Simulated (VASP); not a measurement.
# SnO (P4/nmm) in VASP: settings compared, part 2 of 2

VASP 6.6.1. The steps go on from the part before.

## 3. Single point, PBEsol

This run uses another cell than the first one, of 12.70 Å³/atom.

INCAR

```
SYSTEM = SnO
  ALGO = Normal
  EDIFF = 1E-6
  ENCUT = 1340
  GGA = PS
  GGA_COMPAT = .FALSE.
  ISIF = 2
  ISMEAR = -1
  LASPH = .TRUE.
  LCHARG = .FALSE.
  LREAL = .FALSE.
  LWAVE = .FALSE.
  NBANDS = 28
  NELM = 120
  PREC = Accurate
  SIGMA = 0.05
```

KPOINTS

```
k-points
0
G
  7 7 6
  0 0 0
```

POSCAR

```
SnO
1.0
    3.5568660057      0.0000000000      0.0000000000
    0.0000000000      3.5568660057      0.0000000000
    0.0000000000      0.0000000000      4.0156383552
Sn O
2 2
Direct
    0.5000000000      0.0000000000      0.7097506857
    0.0000000000      0.5000000000      0.2902493143
    0.0000000000      0.0000000000      0.0000000000
    0.5000000000      0.5000000000      0.0000000000
```

Potentials or basis: VASP PAW PBE potentials, release 64 (Sn_d, O_h).

Started as:

```sh
cat potpaw_PBE.64/Sn_d/POTCAR potpaw_PBE.64/O_h/POTCAR > POTCAR
mpirun -np 1 vasp_std > vasp.out
```

OUTCAR:

```text
SYSTEM = SnO
   EDIFF = 1E-6
   ENCUT = 1340
   GGA = PS
   ISIF = 2
   ISMEAR = -1
   LASPH = .TRUE.
   LREAL = .FALSE.
   NELM = 120
   PREC = Accurate

 ion  position               nearest neighbor table
   1  0.500  0.000  0.710-   3 2.13   4 2.13   4 2.13   3 2.13   2 3.03   2 3.03   2 3.03   2 3.03
                             2 3.43   2 3.43   2 3.43   2 3.43
   2  0.000  0.500  0.290-   3 2.13   4 2.13   3 2.13   4 2.13   1 3.03   1 3.03   1 3.03   1 3.03
                             1 3.43   1 3.43   1 3.43   1 3.43
   3  0.000  0.000  0.000-   1 2.13   2 2.13   2 2.13   1 2.13
   4  0.500  0.500  0.000-   1 2.13   2 2.13   1 2.13   2 2.13

  LATTYP: Found a simple tetragonal cell.
 ALAT       =     3.5568660057
 C/A-ratio  =     1.1289821851

  Lattice vectors:

 A1 = (   3.5568660057,   0.0000000000,   0.0000000000)
 A2 = (   0.0000000000,   3.5568660057,   0.0000000000)
 A3 = (   0.0000000000,   0.0000000000,   4.0156383552)

Analysis of symmetry for initial positions (statically):
=====================================================================
 Subroutine PRICEL returns:
 Original cell was already a primitive cell.

 Routine SETGRP: Setting up the symmetry group for a
 simple tetragonal supercell.

 Subroutine GETGRP returns: Found 16 space group operations
 (whereof  8 operations were pure point group operations)
 out of a pool of 16 trial point group operations.

The static configuration has the point symmetry D_2d.
 The point group associated with its full space group is D_4h.

Analysis of symmetry for dynamics (positions and initial velocities):
=====================================================================
 Subroutine PRICEL returns:
 Original cell was already a primitive cell.

 Routine SETGRP: Setting up the symmetry group for a
 simple tetragonal supercell.

 Subroutine GETGRP returns: Found 16 space group operations
 (whereof  8 operations were pure point group operations)
 out of a pool of 16 trial point group operations.

The dynamic configuration has the point symmetry D_2d.
[... 117 lines left out ...]
   EMIN   =  10.00;   EMAX   =-10.00  energy-range for DOS
   EFERMI =   0.00;   METHOD = LEGACY
   ISMEAR =    -1;   SIGMA  =   0.05  broadening in eV -4-tet -1-fermi 0-gaus
   EFERMI_NEDOS =   21; number of points for ismear=-14 and -15
   IALGO  =     38    algorithm
   IMIX   =      4    mixing-type and parameters
     AMIX     =   0.40;   BMIX     =  1.00
     AMIX_MAG =   1.60;   BMIX_MAG =  1.00
  volume/ion in A,a.u.               =      12.70        85.71
  Fermi-wavevector in a.u.,A,eV,Ry     =   1.511698  2.856694 31.092442  2.285230
  Thomas-Fermi vector in A             =   2.621720
   LORBIT       =      0    0 simple, 1 ext, 2 COOP (PROOUT), +10 PAW based schemes
   GGA     = PS    functional components
   LHFCALC =     F    Hartree Fock is set to
   AEXX    =    0.0000 exact exchange contribution
   IVDW    =     0    specifies the selected vdW correction
   LEPSILON=     F    determine dielectric tensor
   LRPA    =     F    only Hartree local field effects (RPA)
 non-spin polarized calculation
  energy-cutoff  :     1340.00
  volume of cell :       50.80
 maximum number of plane-waves:      5685
   NGX = 21   NGY = 21   NGZ = 23

 number of electron      39.9999997 magnetization

 Free energy of the ion-electron system (eV)
  ---------------------------------------------------
  ext. energy  EPLUGINS =         0.00000000
  ---------------------------------------------------
  free energy    TOTEN  =       -23.06945019 eV

  energy without entropy =      -23.06551527  energy(sigma->0) =      -23.06748273

 E-fermi :  11.8390     XC(G=0): -12.3434

 val. band max:       11.8158398188   @ k =   0.4286   0.4286   0.1667
 cond. band min:      11.9713400470   @ k =   0.1429   0.0000   0.1667
 fundamental gap:      0.1555002282
 Fermi energy:        11.8389809619

 k-point     1 :       0.0000    0.0000    0.0000
  band No.  band energies     occupation
      1     -10.9749      2.00000
      2     -10.2780      2.00000
      3     -10.2780      2.00000
      4     -10.2122      2.00000
      5     -10.2034      2.00000
      6     -10.1786      2.00000
[... 733 lines left out ...]
     27      22.2931      0.00000
     28      22.9406      0.00000

 [... further k-points ...]
[... 5 lines left out ...]
  --------------------------------------------------------------------------------------
  -------------------------------------------------------------------------------------
  Total        9.6522804      9.6522804      9.7125534      0.0000000     -0.0000000      0.0000000
  in kB      304.4043881    304.4043881    306.3052196      0.0000000     -0.0000000      0.0000000
  external PRESSURE =     305.0379986 kB  Pullay stress =       0.0000000 kB

 VOLUME and BASIS-vectors are now :
 -----------------------------------------------------------------------------
  energy-cutoff  :     1340.00
  volume of cell :       50.80
      direct lattice vectors                 reciprocal lattice vectors
     3.556866006  0.000000000  0.000000000     0.281146380  0.000000000  0.000000000
     0.000000000  3.556866006  0.000000000     0.000000000  0.281146380  0.000000000
     0.000000000  0.000000000  4.015638355     0.000000000  0.000000000  0.249026409

 POSITION                                       TOTAL-FORCE (eV/Angst)
 -----------------------------------------------------------------------------------
      1.77843      0.00000      2.85010         0.000000      0.000000     -0.104006
      0.00000      1.77843      1.16554        -0.000000      0.000000      0.104006
      0.00000      0.00000      0.00000         0.000000      0.000000     -0.000000
      1.77843      1.77843      0.00000         0.000000     -0.000000     -0.000000
 -----------------------------------------------------------------------------------
    total drift:                                0.000000     -0.000000      0.000000

  FREE ENERGIE OF THE ION-ELECTRON SYSTEM (eV)
  ---------------------------------------------------
  free  energy   TOTEN  =       -23.0694501904 eV

  energy  without entropy=      -23.0655152678  energy(sigma->0) =      -23.06748273
```

stdout:

```text
POSCAR found type information on POSCAR SnO
 POSCAR found :  2 types and       4 ions
 scaLAPACK will be used
 -----------------------------------------------------------------------------
|                                                                             |
|                                                                             |
|     You enforced a specific xc type in the INCAR file but a different       |
|     I HOPE YOU KNOW WHAT YOU ARE DOING!                                     |
|                                                                             |
 -----------------------------------------------------------------------------

 LDA part: xc-table for (Slater+PW92), standard interpolation
 POSCAR, INCAR and KPOINTS ok, starting setup
 FFT: planning ... GRIDC
 FFT: planning ... GRID_SOFT
 FFT: planning ... GRID
 WAVECAR not read
 entering main loop
```

Wall time 3.4 min (1 thread of Intel Xeon Platinum 8375C at 2.90GHz (Ice Lake), shared host); peak memory 0.4 GiB.

What came out:

```
Free energy            : -23.0695 eV
Pressure               : 30.5 GPa
Largest force          : 0.104 eV/Å
Band gap on the k mesh : zero (bands 20 and 21 overlap by 1.74 eV)
```

Forces in eV/Å, atoms in the order of the input:
```
Sn   0.000  0.000 -0.104
Sn   0.000  0.000  0.104
O    0.000  0.000  0.000
O    0.000  0.000  0.000
```

Caveat: the cell stands under pressure; the PAW data sets were made with another functional, which shifts forces and pressure a little; spin-orbit coupling is left out, which moves the levels of the heavy elements.

## 4. Single point, B3LYP5

This run uses another cell than the first one, of 22.87 Å³/atom.

POSCAR

```
SnO
1.0
    3.8514246216      0.0000000000      0.0000000000
    0.0000000000      3.8514246216      0.0000000000
    0.0000000000      0.0000000000      6.1670553817
Sn O
2 2
Direct
    0.5000000000      0.0000000000      0.8118472421
    0.0000000000      0.5000000000      0.1881527579
    0.0000000000      0.0000000000      0.0000000000
    0.5000000000      0.5000000000      0.0000000000
```

INCAR.step1

```
SYSTEM = SnO
ALGO = Normal ; EDIFF = 1E-5
ENCUT = 520 ; GGA = PE
ISIF = 2 ; ISMEAR = -1
LASPH = .TRUE. ; LCHARG = .FALSE.
LREAL = .FALSE. ; LWAVE = .TRUE.
NBANDS = 28 ; NELM = 80
PREC = Accurate ; SIGMA = 0.05
```

INCAR.step2

```
SYSTEM = SnO
AEXX = 0.2 ; AGGAC = 0.81
AGGAX = 0.72 ; ALDAC = 0.19
ALGO = Normal ; EDIFF = 1E-6
ENCUT = 520 ; GGA = B5
ISIF = 2 ; ISMEAR = -1
ISTART = 1 ; LASPH = .TRUE.
LCHARG = .FALSE. ; LHFCALC = .TRUE.
LREAL = .FALSE. ; LWAVE = .FALSE.
NBANDS = 28 ; NELM = 80
PREC = Accurate ; PRECFOCK = Normal
SIGMA = 0.05
```

KPOINTS

```
k-points
0
G
  4 4 3
  0 0 0
```

Potentials or basis: VASP PAW PBE potentials, release 64 (Sn_d, O).

Started as:

```sh
cat potpaw_PBE.64/Sn_d/POTCAR potpaw_PBE.64/O/POTCAR > POTCAR
cp INCAR.step1 INCAR
mpirun -np 1 vasp_std > vasp.out
cp INCAR.step2 INCAR
mpirun -np 1 vasp_std > vasp.out
```

Run time: 41 min. Hardware: 1 thread of Intel Xeon Platinum 8259CL at 2.50GHz (Skylake/Cascade Lake), shared host; peak memory 0.24 GiB.

It converged, with:

```yaml
Free_energy: -27.3345 eV
Pressure: 0.2 GPa
Largest_force: 0.114 eV/Å
Band_gap_on_the_k_mesh: 3.21 eV (least direct gap 3.30 eV)
```

Forces on the atoms (eV/Å):
```
Sn   0.000  0.000 -0.114
Sn   0.000  0.000  0.114
O    0.000  0.000  0.000
O    0.000  0.000  0.000
```

Stress tensor (GPa, compression positive):
```
0.21 0.00 0.00
0.00 0.21 0.00
0.00 0.00 0.31
```

Levels at points of the mesh, in eV from the valence-band top:
| k point | band 17 | band 18 | band 19 | band 20 | band 21 | band 22 | band 23 | band 24 |
| --- | --- | --- | --- | --- | --- | --- | --- | --- |
| (0.00, 0.00, 0.00) | -3.18 | -2.88 | -2.88 | 0.00 | 3.30 | 4.60 | 6.71 | 6.71 |
| (0.50, 0.00, 0.00) | -4.54 | -4.54 | -1.50 | -1.50 | 4.15 | 4.15 | 6.87 | 6.87 |
| (0.50, 0.50, 0.00) | -2.20 | -2.20 | -1.35 | -1.35 | 3.21 | 3.21 | 6.59 | 6.59 |

Caveat: the PAW data sets were made with another functional, which shifts forces and pressure a little; spin-orbit coupling is left out, which moves the levels of the heavy elements.

## 5. Single point, PBEsol+D4

This run uses another cell than the first one, of 17.41 Å³/atom.

INCAR

```
SYSTEM = SnO
ALGO     = Normal         ! electronic algorithm
EDIFF    = 1E-6           ! SCF threshold, eV
ENCUT    = 1340           ! plane-wave cutoff, eV
GGA      = PS             ! functional
GGA_COMPAT= .FALSE.      
ISIF     = 2              ! what is computed and relaxed
ISMEAR   = -1             ! smearing method
IVDW     = 13             ! dispersion correction
LASPH    = .TRUE.         ! aspherical terms in the spheres
LCHARG   = .FALSE.        ! write CHGCAR
LREAL    = .FALSE.        ! projectors in reciprocal space
LWAVE    = .FALSE.        ! write WAVECAR
NBANDS   = 28             ! bands
NELM     = 120            ! most SCF steps
PREC     = Accurate       ! precision mode
SIGMA    = 0.05           ! smearing width, eV
```

KPOINTS

```
k-points
0
G
  7 7 6
  0 0 0
```

POSCAR

```
SnO
1.0
    3.7880991788      0.0000000000      0.0000000000
    0.0000000000      3.7880991788      0.0000000000
    0.0000000000      0.0000000000      4.8541142359
Sn O
2 2
Direct
    0.5000000000      0.0000000000      0.7646261400
    0.0000000000      0.5000000000      0.2353738600
    0.0000000000      0.0000000000      0.0000000000
    0.5000000000      0.5000000000      0.0000000000
```

Potentials or basis: VASP PAW PBE potentials, release 64 (Sn_d, O_h).

Started as:

```sh
cat potpaw_PBE.64/Sn_d/POTCAR potpaw_PBE.64/O_h/POTCAR > POTCAR
mpirun -np 1 vasp_std > vasp.out
```

Wall time 4 min (1 thread of Intel Xeon Platinum 8259CL at 2.50GHz (Skylake/Cascade Lake), shared host); peak memory 0.52 GiB.

The run converged. Its results:

| Quantity | Value |
| --- | --- |
| Free energy | -24.8436 eV |
| Pressure | 0.2 GPa |
| Largest force | 0.445 eV/Å |
| Band gap on the k mesh | 0.30 eV (least direct gap 1.95 eV) |
| Dispersion energy per atom | -0.157 eV |

Forces in eV/Å, atoms in the order of the input:
```
Sn   0.000  0.000 -0.445
Sn   0.000  0.000  0.445
O    0.000  0.000  0.000
O    0.000  0.000  0.000
```

Stress tensor (GPa, compression positive):
```
 0.47  0.00  0.00
 0.00  0.47  0.00
 0.00  0.00 -0.19
```

Levels at points of the mesh, in eV from the valence-band top:
```tsv
k point	band 17	band 18	band 19	band 20	band 21	band 22	band 23	band 24
(0.00, 0.00, 0.00)	-3.60	-3.30	-3.30	0.00	2.03	4.15	4.76	4.76
(0.00, 0.00, 0.50)	-3.32	-3.32	-3.15	-2.29	1.55	2.97	2.97	3.68
```

Caveat: semilocal functionals underestimate gaps, and a narrow one can read as zero; the PAW data sets were made with another functional, which shifts forces and pressure a little; spin-orbit coupling is left out, which moves the levels of the heavy elements.

## 6. Single point, PBE+D3(BJ)

This run uses another cell than the first one, of 18.84 Å³/atom.

INCAR

```
SYSTEM = SnO
ALGO = Normal
EDIFF = 1E-6
ENCUT = 1340
GGA = PE
GGA_COMPAT = .False.
ISIF = 2
ISMEAR = -1
IVDW = 12
LASPH = .True.
LCHARG = .False.
LREAL = .False.
LWAVE = .False.
NBANDS = 28
NELM = 120
PREC = Accurate
SIGMA = 0.05
```

KPOINTS

```
k-points
0
Gamma
  7 7 6
  0 0 0
```

POSCAR

```
SnO
1.0
    3.8884925471      0.0000000000      0.0000000000
    0.0000000000      3.8884925471      0.0000000000
    0.0000000000      0.0000000000      4.9827594627
Sn O
2 2
Direct
    0.5000000000      0.0000000000      0.7646261400
    0.0000000000      0.5000000000      0.2353738600
    0.0000000000      0.0000000000      0.0000000000
    0.5000000000      0.5000000000      0.0000000000
```

Potentials or basis: VASP PAW PBE potentials, release 64 (Sn_d, O_h).

Started as:

```sh
cat potpaw_PBE.64/Sn_d/POTCAR potpaw_PBE.64/O_h/POTCAR > POTCAR
mpirun -np 1 vasp_std > vasp.out
```

Wall time 3.3 min (1 thread of Intel Xeon Platinum 8488C (Sapphire Rapids), shared host); peak memory 0.52 GiB.

It converged, with:

```yaml
Free_energy: -23.6055 eV
Pressure: -3.3 GPa
Largest_force: 0.307 eV/Å
Band_gap_on_the_k_mesh: 0.58 eV (least direct gap 1.97 eV)
Dispersion_energy_per_atom: -0.218 eV
```

Forces on the atoms (eV/Å):
```
Sn   0.000  0.000  0.307
Sn   0.000  0.000 -0.307
O    0.000  0.000  0.000
O    0.000  0.000  0.000
```

Stress tensor (GPa, compression positive):
```
-3.39  0.00  0.00
 0.00 -3.39  0.00
 0.00  0.00 -3.05
```

Levels at points of the mesh, in eV from the valence-band top:
| k point | band 17 | band 18 | band 19 | band 20 | band 21 | band 22 | band 23 | band 24 |
| --- | --- | --- | --- | --- | --- | --- | --- | --- |
| (0.00, 0.00, 0.00) | -3.04 | -2.75 | -2.75 | 0.00 | 1.97 | 4.34 | 4.73 | 4.73 |
| (0.00, 0.00, 0.50) | -3.10 | -2.77 | -2.77 | -1.88 | 1.77 | 3.14 | 3.14 | 3.69 |

Caveat: the cell stands under tension; semilocal functionals underestimate gaps, and a narrow one can read as zero; spin-orbit coupling is left out, which moves the levels of the heavy elements. A k mesh can miss the band edges.

## 7. Overview

| level | potentials or basis | cell | k mesh | cutoff (eV) | grid for exact exchange (PRECFOCK) | share of exact exchange | gap on the mesh (eV) | pressure (GPa) | largest force (eV/Å) |
| --- | --- | --- | --- | --- | --- | --- | --- | --- | --- |
| PBE | VASP PAW PBE potentials, release 64 (Sn_d, O_h) | a = 3.814, b = 3.814, c = 4.887 Å, 4 atoms, atomic positions A | 4 × 4 × 3 | 1340 | - | - | 0.17 | 3.8 | 0.48 |
| PBEsol | VASP PAW PBE potentials, release 64 (Sn_d, O_h) | a = 3.557, b = 3.557, c = 4.016 Å, 4 atoms, atomic positions B | 7 × 7 × 6 | 1340 | - | - | none | 30.5 | 0.10 |
| B3LYP5 | VASP PAW PBE potentials, release 64 (Sn_d, O) | a = 3.851, b = 3.851, c = 6.167 Å, 4 atoms, atomic positions C | 4 × 4 × 3 | 520 | Normal | 0.2 | 3.21 | 0.2 | 0.11 |
| PBEsol+D4 | VASP PAW PBE potentials, release 64 (Sn_d, O_h) | a = 3.788, b = 3.788, c = 4.854 Å, 4 atoms, atomic positions A | 7 × 7 × 6 | 1340 | - | - | 0.30 | 0.2 | 0.45 |
| PBE+D3(BJ) | VASP PAW PBE potentials, release 64 (Sn_d, O_h) | a = 3.888, b = 3.888, c = 4.983 Å, 4 atoms, atomic positions A | 7 × 7 × 6 | 1340 | - | - | 0.58 | -3.3 | 0.31 |

Alike in all rows: task single point; no spin polarisation; smearing fermi-dirac 0.05 eV.

Caveats: some runs use coarse meshes; spin-orbit coupling is left out, which moves the levels of the heavy elements; semilocal functionals underestimate gaps, and a narrow one can read as zero (at least some runs); the PAW data sets were made with another functional, which shifts forces and pressure a little (at least some runs); the cell stands under pressure (at least some runs); the cell stands under tension (at least some runs).

Absolute energies hang on the potentials; compare differences alone.

The gap in the log of VASP goes by the Fermi energy; the results here count the filled bands.